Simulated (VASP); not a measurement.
# RbAsO3 (Pm-3m) in VASP: further runs, part 2 of 2

VASP 6.6.1. The steps go on from the part before.

## 4. Single point, LDA

This run uses another cell than the first one, of 12.14 Å³/atom, 1.092 times its volume.

Input file INCAR:

```
  PREC = Accurate
  ENCUT = 520
  EDIFF = 1E-6
  ISMEAR = -1
  SIGMA = 0.1
  LREAL = F
  LASPH = T
  NELM = 80
  ALGO = Normal
  ISIF = 2
  LWAVE = F
  LCHARG = F
  NBANDS = 24
```

Input file KPOINTS:

```
regular mesh
0
Gamma
  4 4 4
```

Input file POSCAR:

```
RbAsO3
1.0
    3.9304978214      0.0000000000      0.0000000000
    0.0000000000      3.9304978214      0.0000000000
    0.0000000000      0.0000000000      3.9304978214
Rb As O
1 1 3
Direct
    0.0000000000      0.0000000000      0.0000000000
    0.5000000000      0.5000000000      0.5000000000
    0.5000000000      0.5000000000      0.0000000000
    0.5000000000      0.0000000000      0.5000000000
    0.0000000000      0.5000000000      0.5000000000
```

Potentials or basis: VASP PAW LDA potentials, release 64 (Rb_sv, As, O).

Command:

```
cat potpaw_LDA.64/Rb_sv/POTCAR potpaw_LDA.64/As/POTCAR potpaw_LDA.64/O/POTCAR > POTCAR
mpirun -np 1 vasp_std > vasp.out
```

OUTCAR:

```text
PREC = Accurate
   ENCUT = 520
   EDIFF = 1E-6
   ISMEAR = -1
   LREAL = F
   LASPH = T
   NELM = 80
   ISIF = 2

 ion  position               nearest neighbor table
   1  0.000  0.000  0.000-   3 2.78   4 2.78   5 2.78   4 2.78   5 2.78   3 2.78   5 2.78   5 2.78
                             3 2.78   4 2.78   4 2.78   3 2.78   2 3.40   2 3.40   2 3.40   2 3.40
   2  0.500  0.500  0.500-   3 1.97   4 1.97   5 1.97   3 1.97   4 1.97   5 1.97   1 3.40   1 3.40
                             1 3.40   1 3.40   1 3.40   1 3.40   1 3.40   1 3.40
   3  0.500  0.500  0.000-   2 1.97   2 1.97   1 2.78   1 2.78   1 2.78   1 2.78
   4  0.500  0.000  0.500-   2 1.97   2 1.97   1 2.78   1 2.78   1 2.78   1 2.78
   5  0.000  0.500  0.500-   2 1.97   2 1.97   1 2.78   1 2.78   1 2.78   1 2.78

  LATTYP: Found a simple cubic cell.
 ALAT       =     3.9304978214

  Lattice vectors:

 A1 = (   3.9304978214,   0.0000000000,   0.0000000000)
 A2 = (   0.0000000000,   3.9304978214,   0.0000000000)
 A3 = (   0.0000000000,   0.0000000000,   3.9304978214)

Analysis of symmetry for initial positions (statically):
=====================================================================
 Subroutine PRICEL returns:
 Original cell was already a primitive cell.

 Routine SETGRP: Setting up the symmetry group for a
 simple cubic supercell.

 Subroutine GETGRP returns: Found 48 space group operations
 (whereof 48 operations were pure point group operations)
 out of a pool of 48 trial point group operations.

The static configuration has the point symmetry O_h .

Analysis of symmetry for dynamics (positions and initial velocities):
=====================================================================
 Subroutine PRICEL returns:
 Original cell was already a primitive cell.

 Routine SETGRP: Setting up the symmetry group for a
 simple cubic supercell.

 Subroutine GETGRP returns: Found 48 space group operations
 (whereof 48 operations were pure point group operations)
 out of a pool of 48 trial point group operations.

The dynamic configuration has the point symmetry O_h .

 Subroutine INISYM returns: Found 48 space group operations
[... 110 lines left out ...]
  Fermi-wavevector in a.u.,A,eV,Ry     =   1.322342  2.498865 23.791004  1.748589
  Thomas-Fermi vector in A             =   2.452030
   LORBIT       =      0    0 simple, 1 ext, 2 COOP (PROOUT), +10 PAW based schemes
   GGA     = CA    functional components
   LHFCALC =     F    Hartree Fock is set to
   AEXX    =    0.0000 exact exchange contribution
   IVDW    =     0    specifies the selected vdW correction
   LEPSILON=     F    determine dielectric tensor
   LRPA    =     F    only Hartree local field effects (RPA)
 non-spin polarized calculation
  energy-cutoff  :      520.00
  volume of cell :       60.72
 maximum number of plane-waves:      1666
 NGX is ok and might be reduce to    30
   NGX = 15   NGY = 15   NGZ = 15

 number of electron      31.9999997 magnetization

 Free energy of the ion-electron system (eV)
  ---------------------------------------------------
  ext. energy  EPLUGINS =         0.00000000
  ---------------------------------------------------
  free energy    TOTEN  =       -29.17399861 eV

  energy without entropy =      -29.11308406  energy(sigma->0) =      -29.14354134

 E-fermi :   2.4084     XC(G=0): -11.4892

 val. band max:        2.0822345872   @ k =   0.5000   0.2500   0.2500
 cond. band min:       2.4404553013   @ k =   0.5000   0.5000   0.0000
 fundamental gap:      0.3582207141
 Fermi energy:         2.4083676280

 k-point     1 :       0.0000    0.0000    0.0000
  band No.  band energies     occupation
      1     -20.6557      2.00000
      2     -16.5141      2.00000
      3     -13.5355      2.00000
      4     -13.5355      2.00000
      5      -5.6713      2.00000
      6      -5.6713      2.00000
[... 259 lines left out ...]
     23      13.7969      0.00000
     24      15.3363      0.00000

------------------------ aborting loop because EDIFF is reached ----------------------------------------

  FORCE on cell =-STRESS in cart. coord.  units (eV):
  Direction    XX          YY          ZZ          XY          YZ          ZX
  --------------------------------------------------------------------------------------
  -------------------------------------------------------------------------------------
  Total       -3.5140843     -3.5140843     -3.5140843      0.0000000      0.0000000      0.0000000
  in kB      -92.7214219    -92.7214219    -92.7214219      0.0000000      0.0000000      0.0000000
  external PRESSURE =     -92.7214219 kB  Pullay stress =       0.0000000 kB

 VOLUME and BASIS-vectors are now :
 -----------------------------------------------------------------------------
  energy-cutoff  :      520.00
  volume of cell :       60.72
      direct lattice vectors                 reciprocal lattice vectors
     3.930497821  0.000000000  0.000000000     0.254420698  0.000000000  0.000000000
     0.000000000  3.930497821  0.000000000     0.000000000  0.254420698  0.000000000
     0.000000000  0.000000000  3.930497821     0.000000000  0.000000000  0.254420698

 POSITION                                       TOTAL-FORCE (eV/Angst)
 -----------------------------------------------------------------------------------
      0.00000      0.00000      0.00000         0.000000      0.000000      0.000000
      1.96525      1.96525      1.96525         0.000000      0.000000      0.000000
      1.96525      1.96525      0.00000         0.000000      0.000000      0.000000
      1.96525      0.00000      1.96525         0.000000      0.000000      0.000000
      0.00000      1.96525      1.96525         0.000000      0.000000      0.000000
 -----------------------------------------------------------------------------------
    total drift:                                0.000000      0.000000     -0.000000

  FREE ENERGIE OF THE ION-ELECTRON SYSTEM (eV)
  ---------------------------------------------------
  free  energy   TOTEN  =       -29.1739986115 eV

  energy  without entropy=      -29.1130840619  energy(sigma->0) =      -29.14354134
```

OSZICAR:

```text
N       E                     dE             d eps       ncg     rms          rms(c)
DAV:   1     0.153171203971E+03    0.15317E+03   -0.16872E+04   480   0.129E+03
DAV:   2    -0.251479490156E+02   -0.17832E+03   -0.17155E+03   640   0.268E+02
DAV:   3    -0.336332805804E+02   -0.84853E+01   -0.84153E+01   624   0.546E+01
DAV:   4    -0.338065303365E+02   -0.17325E+00   -0.17320E+00   656   0.691E+00
DAV:   5    -0.338075313606E+02   -0.10010E-02   -0.10010E-02   616   0.477E-01    0.145E+01
DAV:   6    -0.293605999747E+02    0.44469E+01   -0.11797E+01   520   0.238E+01    0.808E+00
DAV:   7    -0.292384942941E+02    0.12211E+00   -0.86280E-01   600   0.612E+00    0.413E+00
DAV:   8    -0.291782320945E+02    0.60262E-01   -0.21829E-01   576   0.325E+00    0.593E-01
DAV:   9    -0.291747922043E+02    0.34399E-02   -0.13122E-02   592   0.787E-01    0.338E-01
DAV:  10    -0.291740232655E+02    0.76894E-03   -0.26319E-03   560   0.332E-01    0.569E-02
DAV:  11    -0.291740018401E+02    0.21425E-04   -0.35758E-04   616   0.122E-01    0.195E-02
DAV:  12    -0.291739994909E+02    0.23492E-05   -0.17513E-05   592   0.261E-02    0.116E-02
DAV:  13    -0.291739986115E+02    0.87944E-06   -0.60373E-06   656   0.161E-02
   1 F= -.29173999E+02 E0= -.29143541E+02  d E =-.609145E-01
```

It used 10 s of CPU time on 1 thread of AMD EPYC 7R13 Processor (Zen 3) (shared host).

What came out:

```
Free energy            : -29.1740 eV
Pressure               : -9.3 GPa
Band gap on the k mesh : zero (band 16 reaches 2.49 eV, above the bottom of band 17 at 1.98 eV)
```

Caveat: the k points lie up to 0.40 Å⁻¹ apart.

## 5. Single point, LDA

Input file INCAR:

```
  PREC = Accurate
  ENCUT = 600
  EDIFF = 1E-6
  ISMEAR = -1
  SIGMA = 0.1
  LREAL = F
  LASPH = T
  NELM = 120
  ALGO = Normal
  ISIF = 2
  LWAVE = F
  LCHARG = T
  GGA = CA
  LELF = T
  LVHAR = T
  NBANDS = 29
  GGA_COMPAT = F
```

Input file KPOINTS:

```
Automatic mesh
0
Gamma
  4 4 4
```

POSCAR, as its differences from that of step 4:

```diff
@@ -2,5 +2,5 @@
 1.0
-    3.9304978214      0.0000000000      0.0000000000
-    0.0000000000      3.9304978214      0.0000000000
-    0.0000000000      0.0000000000      3.9304978214
+    3.8174159794      0.0000000000      0.0000000000
+    0.0000000000      3.8174159794      0.0000000000
+    0.0000000000      0.0000000000      3.8174159794
 Rb As O
```

Potentials or basis: VASP PAW LDA potentials, release 64 (Rb_sv, As_d, O).

Command:

```
cat potpaw_LDA.64/Rb_sv/POTCAR potpaw_LDA.64/As_d/POTCAR potpaw_LDA.64/O/POTCAR > POTCAR
mpirun -np 1 vasp_std > vasp.out
```

It took 9.9 s on 1 thread of Intel Xeon Platinum 8559C (Emerald Rapids), shared host; peak memory 0.15 GiB.

Results (log left out):

```yaml
Free_energy: -29.2812 eV
Pressure: 1.0 GPa
Band_gap_on_the_k_mesh: zero (band 21 reaches 2.66 eV, above the bottom of band 22 at 2.19 eV)
```

Levels at points of the mesh, in eV from the Fermi level:
| k point | band 19 | band 20 | band 21 | band 22 | band 23 | band 24 |
| --- | --- | --- | --- | --- | --- | --- |
| (0.00, 0.00, 0.00) | -1.22 | -0.45 | -0.45 | -0.45 | 8.03 | 8.03 |
| (0.50, 0.00, 0.00) | -1.35 | -1.29 | -1.29 | 1.93 | 7.18 | 10.03 |
| (0.50, 0.50, 0.00) | -1.23 | -1.23 | -0.04 | 4.39 | 5.99 | 5.99 |
| (0.50, 0.50, 0.50) | 0.01 | 0.01 | 0.01 | 4.53 | 4.53 | 4.53 |

Caveat: the k points lie up to 0.41 Å⁻¹ apart.

## 6. The runs side by side

```csv
potentials or basis,cell,cutoff (eV),second run,gap on the mesh (eV),pressure (GPa)
"VASP PAW LDA potentials, release 64 (Rb_sv, As, O)","a = 3.817 Å, 5 atoms",520,-,none,1.0
"VASP PAW LDA potentials, release 64 (Rb_sv, As, O)","a = 3.939 Å, 5 atoms",520,-,none,-9.8
"VASP PAW LDA potentials, release 64 (Rb_sv, As, O)","a = 3.930 Å, 5 atoms",520,-,none,-9.3
"VASP PAW LDA potentials, release 64 (Rb_sv, As_d, O)","a = 3.817 Å, 5 atoms",600,valence_matched,none,1.0
```

Alike in all rows: task single point; level LDA; no spin polarisation; k mesh 4 × 4 × 4; smearing fermi-dirac 0.1 eV.

Caveats: all runs use coarse meshes.

Total energies depend on the potentials used, so only differences within one code and one set of settings carry meaning.
